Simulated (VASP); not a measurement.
# SnS3 (I4/mmm) in VASP: further runs

Runs on SnS3. Level: PBE. Tasks: single point, relaxation of cell and atoms.

Program: VASP 6.6.1. These are calculated values, not measurements. Logs are shortened: lines on timing, memory, paths and dates and some standing lists are left out, and cuts for length are marked.

## (1) The cell of the first run

It takes space group I4/mmm (No. 139, tetragonal). The conventional cell has a = 3.684 Å, b = 3.684 Å, c = 13.012 Å, α = 90.00°, β = 90.00°, γ = 90.00°. Sn (site symmetry 4/mmm) has 4 S at 2.61 Å within 3.4 Å. Within 3.4 Å of S (site symmetry -4m2) lie 4 S at 2.61 Å. S (site symmetry 4/mmm) has 4 Sn at 2.61 Å within 3.4 Å.

The cell was built from a structure type or drawn by symmetry, and may not be a known phase.

## (2) Single point, PBE

INCAR reads:

```
SYSTEM = SnS3
PREC     = Accurate       ! precision mode
ENCUT    = 520            ! plane-wave cutoff, eV
EDIFF    = 1E-6           ! SCF threshold, eV
ISMEAR   = 0              ! smearing method
SIGMA    = 0.1            ! smearing width, eV
LREAL    = .False.        ! projectors in reciprocal space
LASPH    = .True.         ! aspherical terms in the spheres
NELM     = 80             ! most SCF steps
ALGO     = Normal         ! electronic algorithm
ISIF     = 2              ! what is computed and relaxed
LWAVE    = .False.        ! write WAVECAR
LCHARG   = .False.        ! write CHGCAR
GGA      = PE             ! functional
NBANDS   = 24             ! bands
```

KPOINTS reads:

```
regular mesh
0
Gamma
  6 6 6
  0 0 0
```

POSCAR reads:

```
SnS3
1.0
   -1.8421641356      1.8421641356      6.5057592720
    1.8421641356     -1.8421641356      6.5057592720
    1.8421641356      1.8421641356     -6.5057592720
Sn S
1 3
Direct
    0.0000000000      0.0000000000      0.0000000000
    0.7500000000      0.2500000000      0.5000000000
    0.2500000000      0.7500000000      0.5000000000
    0.5000000000      0.5000000000      0.0000000000
```

Potentials or basis: VASP PAW PBE potentials, release 64 (Sn_d, S).

Command:

```sh
cat potpaw_PBE.64/Sn_d/POTCAR potpaw_PBE.64/S/POTCAR > POTCAR
mpirun -np 1 vasp_std > vasp.out
```

OUTCAR:

```text
SYSTEM = SnS3
   PREC = Accurate
   ENCUT = 520
   EDIFF = 1E-6
   ISMEAR = 0
   LREAL = .False.
   LASPH = .True.
   NELM = 80
   ISIF = 2
   GGA = PE

 ion  position               nearest neighbor table
   1  0.000  0.000  0.000-   4 2.61   4 2.61   4 2.61   4 2.61
   2  0.750  0.250  0.500-   3 2.61   3 2.61   3 2.61   3 2.61
   3  0.250  0.750  0.500-   2 2.61   2 2.61   2 2.61   2 2.61
   4  0.500  0.500  0.000-   1 2.61   1 2.61   1 2.61   1 2.61

  LATTYP: Found a body centered tetragonal cell.
 ALAT       =     3.6843282712
 C/A-ratio  =     3.5315850234

  Lattice vectors:

 A1 = (  -1.8421641356,   1.8421641356,   6.5057592720)
 A2 = (   1.8421641356,  -1.8421641356,   6.5057592720)
 A3 = (   1.8421641356,   1.8421641356,  -6.5057592720)

Analysis of symmetry for initial positions (statically):
=====================================================================
 Subroutine PRICEL returns:
 Original cell was already a primitive cell.

 Routine SETGRP: Setting up the symmetry group for a
 body centered tetragonal supercell.

 Subroutine GETGRP returns: Found 16 space group operations
 (whereof 16 operations were pure point group operations)
 out of a pool of 16 trial point group operations.

The static configuration has the point symmetry D_4h.

Analysis of symmetry for dynamics (positions and initial velocities):
=====================================================================
 Subroutine PRICEL returns:
 Original cell was already a primitive cell.

 Routine SETGRP: Setting up the symmetry group for a
 body centered tetragonal supercell.

 Subroutine GETGRP returns: Found 16 space group operations
 (whereof 16 operations were pure point group operations)
 out of a pool of 16 trial point group operations.

The dynamic configuration has the point symmetry D_4h.

 Subroutine INISYM returns: Found 16 space group operations
 (whereof 16 operations are pure point group operations),
 and found     1 'primitive' translations

----------------------------------------------------------------------------------------

                                     Primitive cell

  volume of cell :      88.3110

  direct lattice vectors                    reciprocal lattice vectors
    -1.842164136  1.842164136  6.505759272     0.000000000  0.271419897  0.076854980
     1.842164136 -1.842164136  6.505759272     0.271419897  0.000000000  0.076854980
     1.842164136  1.842164136 -6.505759272     0.271419897  0.271419897  0.000000000

  length of vectors
     7.007998367  7.007998367  7.007998367     0.282091206  0.282091206  0.383845699

  position of ions in fractional coordinates (direct lattice)
     0.000000000  0.000000000  0.000000000
     0.750000000  0.250000000  0.500000000
     0.250000000  0.750000000  0.500000000
     0.500000000  0.500000000  0.000000000

  ion indices of the primitive-cell ions
   primitive index   ion index
                 1           1
                 2           2
                 3           3
                 4           4

----------------------------------------------------------------------------------------

 KPOINTS: regular mesh

Automatic generation of k-mesh.
 Grid dimensions read from file:
 generate k-points for:    6    6    6

 Generating k-lattice:

  Cartesian coordinates                     Fractional coordinates (reciprocal lattice)
     0.000000000  0.045236650  0.012809163     0.166666667 -0.000000000  0.000000000
     0.045236650  0.000000000  0.012809163    -0.000000000  0.166666667  0.000000000
     0.045236650  0.045236650  0.000000000     0.000000000  0.000000000  0.166666667

  Length of vectors
     0.047015201  0.047015201  0.063974283

  Shift w.r.t. Gamma in fractional coordinates (k-lattice)
     0.000000000  0.000000000  0.000000000

 Subroutine IBZKPT returns following result:
 ===========================================

 Found     30 irreducible k-points:

 Following reciprocal coordinates:
            Coordinates               Weight
  0.000000  0.000000  0.000000      1.000000
  0.166667  0.000000 -0.000000      8.000000
  0.333333  0.000000 -0.000000      8.000000
  0.500000 -0.000000  0.000000      4.000000
  0.166667  0.166667 -0.000000      8.000000
  0.333333  0.166667  0.000000     16.000000
[... 16 lines left out ...]
 -0.333333 -0.333333  0.166667      8.000000
 -0.166667 -0.333333  0.166667      8.000000
 [... further k-points ...]
   k-points           NKPTS =     30   k-points in BZ     NKDIM =     30   number of bands    NBANDS=     24
   number of dos      NEDOS =    301   number of ions     NIONS =      4
   total plane-waves  NPLWV = 157464
   dimension x,y,z NGX =    54 NGY =   54 NGZ =   54
   dimension x,y,z NGXF=   108 NGYF=  108 NGZF=  108
   ions per type =               1   3
   NGX,Y,Z   is equivalent  to a cutoff of  12.81, 12.81, 12.81 a.u.
   NGXF,Y,Z  is equivalent  to a cutoff of  25.62, 25.62, 25.62 a.u.
 SYSTEM =  SnS3
   PREC   = accura    normal or accurate (medium, high low for compatibility)
   ISTART =      0    job   : 0-new  1-cont  2-samecut
   ICHARG =      2    charge: 1-file 2-atom 10-const
   ISPIN  =      1    spin polarized calculation?
   LNONCOLLINEAR =      F non collinear calculations
   LSORBIT =      F    spin-orbit coupling
   LASPH  =      T    aspherical Exc in radial PAW
   ENCUT  =  520.0 eV  38.22 Ry    6.18 a.u.  13.03 13.03 13.03*2*pi/ulx,y,z
   NELM   =     80;   NELMIN=  2; NELMDL= -5     # of ELM steps
   EDIFF  = 0.1E-05   stopping-criterion for ELM
   LREAL  =      F    real-space projection
   EDIFFG = 0.1E-04   stopping-criterion for IOM
   NSW    =      0    number of steps for IOM
   IBRION =     -1    ionic relax: 0-MD 1-quasi-New 2-CG
   NFREE  =      0    steps in history (QN), initial steepest desc. (CG)
   ISIF   =      2    stress and relaxation
   ISYM   =      2    0-nonsym 1-usesym 2-fastsym
   POTIM  = 0.5000    time-step for ionic-motion
   TEBEG  =    0.0;   TEEND  =   0.0 temperature during run
   PSTRESS=    0.0 pullay stress
   NELECT =      32.0000    total number of electrons
   NUPDOWN=      -1.0000    fix difference up-down
   EMIN   =  10.00;   EMAX   =-10.00  energy-range for DOS
   EFERMI =   0.00;   METHOD = LEGACY
   ISMEAR =     0;   SIGMA  =   0.10  broadening in eV -4-tet -1-fermi 0-gaus
   EFERMI_NEDOS =   21; number of points for ismear=-14 and -15
   IALGO  =     38    algorithm
   IMIX   =      4    mixing-type and parameters
     AMIX     =   0.40;   BMIX     =  1.00
     AMIX_MAG =   1.60;   BMIX_MAG =  1.00
  volume/ion in A,a.u.               =      22.08       148.99
  Fermi-wavevector in a.u.,A,eV,Ry     =   1.167132  2.205560 18.533814  1.362197
  Thomas-Fermi vector in A             =   2.303636
   LORBIT       =      0    0 simple, 1 ext, 2 COOP (PROOUT), +10 PAW based schemes
   GGA     = PE    functional components
   LHFCALC =     F    Hartree Fock is set to
   AEXX    =    0.0000 exact exchange contribution
   IVDW    =     0    specifies the selected vdW correction
   LEPSILON=     F    determine dielectric tensor
   LRPA    =     F    only Hartree local field effects (RPA)
 non-spin polarized calculation
 Gauss-broadening in eV      SIGMA  =   0.10
  energy-cutoff  :      520.00
  volume of cell :       88.31
 maximum number of plane-waves:      2396
 NGX is ok and might be reduce to    54
   NGX = 27   NGY = 27   NGZ = 27

 number of electron      32.0000001 magnetization

 Free energy of the ion-electron system (eV)
  ---------------------------------------------------
  ext. energy  EPLUGINS =         0.00000000
  ---------------------------------------------------
  free energy    TOTEN  =       -15.02873030 eV

  energy without entropy =      -15.00021388  energy(sigma->0) =      -15.01447209

 E-fermi :   5.4519     XC(G=0):  -9.8231

 val. band max:        5.4444176692   @ k =  -0.3333   0.1667  -0.0000
 cond. band min:       5.4718509967   @ k =  -0.3333  -0.3333   0.1667
 fundamental gap:      0.0274333275
 Fermi energy:         5.4518782310

 k-point     1 :       0.0000    0.0000    0.0000
  band No.  band energies     occupation
      1     -16.4373      2.00000
      2     -16.3184      2.00000
      3     -16.3184      2.00000
      4     -16.2999      2.00000
      5     -16.2668      2.00000
      6      -9.2936      2.00000
[... 16 lines left out ...]
     23      12.8142      0.00000
     24      12.8142      0.00000

 k-point     2 :       0.1667    0.0000   -0.0000
  band No.  band energies     occupation
      1     -16.4265      2.00000
      2     -16.3237      2.00000
      3     -16.3179      2.00000
      4     -16.2871      2.00000
      5     -16.2767      2.00000
      6      -9.0476      2.00000
[... 16 lines left out ...]
     23      11.7740      0.00000
     24      12.4016      0.00000

 k-point     3 :       0.3333    0.0000   -0.0000
  band No.  band energies     occupation
      1     -16.4079      2.00000
      2     -16.3340      2.00000
      3     -16.3168      2.00000
      4     -16.2964      2.00000
      5     -16.2584      2.00000
      6      -8.3471      2.00000
[... 16 lines left out ...]
     23      13.6886      0.00000
     24      14.1650      0.00000

 k-point     4 :       0.5000   -0.0000    0.0000
  band No.  band energies     occupation
      1     -16.4000      2.00000
      2     -16.3392      2.00000
      3     -16.3163      2.00000
      4     -16.3062      2.00000
      5     -16.2427      2.00000
      6      -7.7105      2.00000
[... 16 lines left out ...]
     23      14.1810      0.00000
     24      15.3635      0.00000

 k-point     5 :       0.1667    0.1667   -0.0000
  band No.  band energies     occupation
      1     -16.4160      2.00000
      2     -16.3233      2.00000
      3     -16.3227      2.00000
      4     -16.2894      2.00000
      5     -16.2751      2.00000
      6      -8.7890      2.00000
[... 451 lines left out ...]
 k-point    22 :      -0.1667    0.5000    0.1667
  band No.  band energies     occupation
      1     -16.4079      2.00000
      2     -16.3340      2.00000
      3     -16.3168      2.00000
      4     -16.2964      2.00000
      5     -16.2584      2.00000
      6      -8.2528      2.00000
[... 16 lines left out ...]
     23      13.8604      0.00000
     24      14.2595      0.00000

 k-point    23 :      -0.3333   -0.3333    0.1667
  band No.  band energies     occupation
      1     -16.4160      2.00000
      2     -16.3233      2.00000
      3     -16.3227      2.00000
      4     -16.2894      2.00000
      5     -16.2751      2.00000
      6      -8.7028      2.00000
[... 16 lines left out ...]
     23      13.2700      0.00000
     24      13.3571      0.00000

 k-point    24 :      -0.1667   -0.3333    0.1667
  band No.  band energies     occupation
      1     -16.4265      2.00000
      2     -16.3236      2.00000
      3     -16.3179      2.00000
      4     -16.2871      2.00000
      5     -16.2767      2.00000
      6      -8.9819      2.00000
[... 16 lines left out ...]
     23      12.5013      0.00000
     24      12.7833      0.00000

 [... further k-points ...]
[... 5 lines left out ...]
  --------------------------------------------------------------------------------------
  -------------------------------------------------------------------------------------
  Total       -0.0235983     -0.0235983      0.0152985      0.0000000      0.0000000     -0.0000000
  in kB       -0.4281301     -0.4281301      0.2775517      0.0000000      0.0000000     -0.0000000
  external PRESSURE =      -0.1929029 kB  Pullay stress =       0.0000000 kB

 VOLUME and BASIS-vectors are now :
 -----------------------------------------------------------------------------
  energy-cutoff  :      520.00
  volume of cell :       88.31
      direct lattice vectors                 reciprocal lattice vectors
    -1.842164136  1.842164136  6.505759272     0.000000000  0.271419897  0.076854980
     1.842164136 -1.842164136  6.505759272     0.271419897  0.000000000  0.076854980
     1.842164136  1.842164136 -6.505759272     0.271419897  0.271419897  0.000000000

 POSITION                                       TOTAL-FORCE (eV/Angst)
 -----------------------------------------------------------------------------------
      0.00000      0.00000      0.00000         0.000000      0.000000      0.000000
      0.00000      1.84216      3.25288        -0.000000     -0.000000     -0.000000
      1.84216      0.00000      3.25288         0.000000      0.000000      0.000000
      0.00000      0.00000      6.50576         0.000000      0.000000      0.000000
 -----------------------------------------------------------------------------------
    total drift:                               -0.000000      0.000000      0.000000

  FREE ENERGIE OF THE ION-ELECTRON SYSTEM (eV)
  ---------------------------------------------------
  free  energy   TOTEN  =       -15.0287302991 eV

  energy  without entropy=      -15.0002138842  energy(sigma->0) =      -15.01447209
```

It took 2 min on 1 thread of Intel Xeon 6975P-C (Granite Rapids), shared host; peak memory 0.39 GiB.

Results:

| Quantity | Value |
| --- | --- |
| Free energy | -15.0287 eV |
| Pressure | 0.0 GPa |
| Band gap on the k mesh | zero (bands 16 and 17 overlap by 1.33 eV) |

Levels at points of the mesh, in eV from the Fermi level:
| k point | band 13 | band 14 | band 15 | band 16 | band 17 | band 18 | band 19 | band 20 |
| --- | --- | --- | --- | --- | --- | --- | --- | --- |
| (0.00, 0.00, 0.00) | -3.54 | -3.54 | -1.39 | 0.44 | 2.96 | 2.96 | 3.21 | 4.72 |
| (0.50, 0.00, 0.00) | -1.61 | -1.54 | -1.22 | -1.05 | -0.74 | 1.15 | 1.83 | 2.06 |
| (0.50, 0.50, 0.00) | -5.46 | -1.77 | -1.61 | -1.23 | 1.73 | 4.36 | 4.36 | 5.36 |
| (0.50, 0.50, 0.50) | -3.36 | -3.36 | -2.88 | 0.52 | 2.96 | 2.96 | 3.04 | 4.36 |

Caveat: spin-orbit coupling is left out, which moves the levels of the heavy elements.

## (3) Single point, PBE

This run uses another cell than the first one, of 25.00 Å³/atom.

INCAR reads:

```
SYSTEM = SnS3
ALGO = Normal
EDIFF = 1E-6
ENCUT = 520
GGA = PE
ISIF = 2
ISMEAR = 0
LASPH = .TRUE.
LCHARG = .FALSE.
LREAL = .FALSE.
LWAVE = .FALSE.
NBANDS = 24
NELM = 100
PREC = Accurate
SIGMA = 0.1
```

KPOINTS reads:

```
k-points
0
G
  6 6 6
  0 0 0
```

POSCAR reads:

```
SnS3
1.0
   -2.2518089800      2.2518089800      4.9296308300
    2.2518089800     -2.2518089800      4.9296308300
    2.2518089800      2.2518089800     -4.9296308300
Sn S
1 3
Direct
    0.0000000000      0.0000000000      0.0000000000
    0.7500000000      0.2500000000      0.5000000000
    0.2500000000      0.7500000000      0.5000000000
    0.5000000000      0.5000000000      0.0000000000
```

Potentials or basis: VASP PAW PBE potentials, release 64 (Sn_d, S).

Command:

```sh
cat potpaw_PBE.64/Sn_d/POTCAR potpaw_PBE.64/S/POTCAR > POTCAR
mpirun -np 1 vasp_std > vasp.out
```

It took 64 s on 1 thread of Intel Xeon 6975P-C (Granite Rapids), shared host; peak memory 0.34 GiB.

Results (log left out):

| Quantity | Value |
| --- | --- |
| Free energy | -13.0606 eV |
| Pressure | -8.9 GPa |
| Band gap on the k mesh | zero (bands 16 and 17 overlap by 1.05 eV) |

Stress tensor (GPa, compression positive):
```
-11.13   0.00   0.00
  0.00 -11.13   0.00
  0.00   0.00  -4.29
```

Levels at points of the mesh, in eV from the Fermi level:
| k point | band 13 | band 14 | band 15 | band 16 | band 17 | band 18 | band 19 | band 20 |
| --- | --- | --- | --- | --- | --- | --- | --- | --- |
| (0.00, 0.00, 0.00) | -2.02 | -2.02 | -1.16 | -0.05 | 0.33 | 0.33 | 3.60 | 4.41 |
| (0.50, 0.00, 0.00) | -1.65 | -1.53 | -0.68 | -0.50 | -0.47 | 0.73 | 2.12 | 2.45 |
| (0.50, 0.50, 0.00) | -2.48 | -1.61 | -0.75 | 0.46 | 1.02 | 1.04 | 3.21 | 4.53 |
| (0.50, 0.50, 0.50) | -0.77 | -0.77 | -0.71 | -0.46 | 0.49 | 0.49 | 2.72 | 4.37 |

Caveat: the cell stands under tension; spin-orbit coupling is left out, which moves the levels of the heavy elements.

## (4) Relaxation of cell and atoms, PBE

This run uses another cell than the first one, of 25.00 Å³/atom.

INCAR reads:

```
ALGO = Normal
EDIFF = 1E-6
EDIFFG = -0.04
ENCUT = 600
GGA = PE
IBRION = 2
ISIF = 3
ISMEAR = 0
LASPH = T
LCHARG = F
LREAL = F
LWAVE = F
NELM = 60
NSW = 90
PREC = Accurate
SIGMA = 0.1
```

KPOINTS reads:

```
k-points
0
Gamma
  6 6 6
```

POSCAR is that of step 3.

Command:

```sh
cat potpaw_PBE.64/Sn_d/POTCAR potpaw_PBE.64/S/POTCAR > POTCAR
mpirun -np 1 vasp_std > vasp.out
```

Wall time 6.1 min (1 thread of Intel Xeon 6975P-C (Granite Rapids), shared host); peak memory 0.39 GiB.

Results (log left out):

| Item | Value |
| --- | --- |
| Free energy | -15.0253 eV |
| Relaxed volume | 22.22 Å³/atom |
| Relaxed cell | a = 7.039 Å, b = 7.039 Å, c = 7.039 Å, α = 149.63°, β = 149.63°, γ = 43.48° |
| Space group after relaxing (to 0.1 Å) | I4/mmm (No. 139) |
| Energy gained by relaxing | 491.2 meV/atom |
| Ionic steps | 11 |
| Pressure after relaxing | -0.2 GPa |
| Band gap on the k mesh | zero (bands 16 and 17 overlap by 1.34 eV) |

Step by step:
```
step  energy change (eV)  largest force (eV/Å)  pressure (GPa)  volume (Å³)
   1              0.0000                0.0000           -8.82        99.99
   2             -0.9303                0.0000           -2.68        81.28
   3             -1.0315                0.0000            1.10        75.82
   4             -1.0367                0.0000            2.41        74.35
   5             -1.3518                0.0000            4.48        72.86
   6             -1.4622                0.0000            8.30        70.69
   7             -1.7315                0.0000            3.09        76.27
   8             -1.9413                0.0000           -1.37        87.43
   9             -1.9434                0.0000           -1.65        88.69
  10             -1.9611                0.0000            0.47        88.95
  11             -1.9649                0.0000           -0.19        88.89
```

Final structure:
```
CELL_PARAMETERS angstrom
-1.84360 1.84360 6.53832
1.84360 -1.84360 6.53832
1.84360 1.84360 -6.53832
ATOMIC_POSITIONS crystal
Sn 0.00000 0.00000 0.00000
S 0.75000 0.25000 0.50000
S 0.25000 0.75000 0.50000
S 0.50000 0.50000 0.00000
```

Levels at points of the mesh, in eV from the Fermi level:
| k point | band 14 | band 15 | band 16 | band 17 | band 18 | band 19 |
| --- | --- | --- | --- | --- | --- | --- |
| (0.00, 0.00, 0.00) | -3.53 | -1.42 | 0.45 | 2.95 | 2.95 | 3.21 |
| (0.50, 0.00, 0.00) | -1.53 | -1.22 | -1.05 | -0.76 | 1.15 | 1.82 |
| (0.50, 0.50, 0.00) | -1.76 | -1.59 | -1.23 | 1.74 | 4.34 | 4.34 |
| (0.50, 0.50, 0.50) | -3.35 | -2.89 | 0.53 | 2.96 | 2.96 | 3.04 |

Caveat: a cell axis changed by over 15 % at a fixed basis, so the end point is rough; spin-orbit coupling is left out, which moves the levels of the heavy elements.

## (5) Summary

```csv
task,cell,cutoff (eV),gap on the mesh (eV),pressure (GPa)
single point,"a = 7.008 Å, angles 149.5, 149.5, 43.6°, 4 atoms",520,none,0.0
single point,"a = 5.869 Å, angles 134.9, 134.9, 65.7°, 4 atoms",520,none,-8.9
relaxation of cell and atoms,"relaxed from a = 5.869 Å, angles 134.9, 134.9, 65.7°, 4 atoms",600,none,-0.2
```

Alike in all rows: level PBE; potentials or basis VASP PAW PBE potentials, release 64 (Sn_d, S); no spin polarisation; k mesh 6 × 6 × 6; smearing gaussian 0.1 eV.

Caveats: spin-orbit coupling is left out, which moves the levels of the heavy elements; the cell stands under tension (at least some runs); a cell axis changed by over 15 % at a fixed basis, so the end point is rough (at least some runs).

Absolute energies hang on the potentials; compare differences alone.
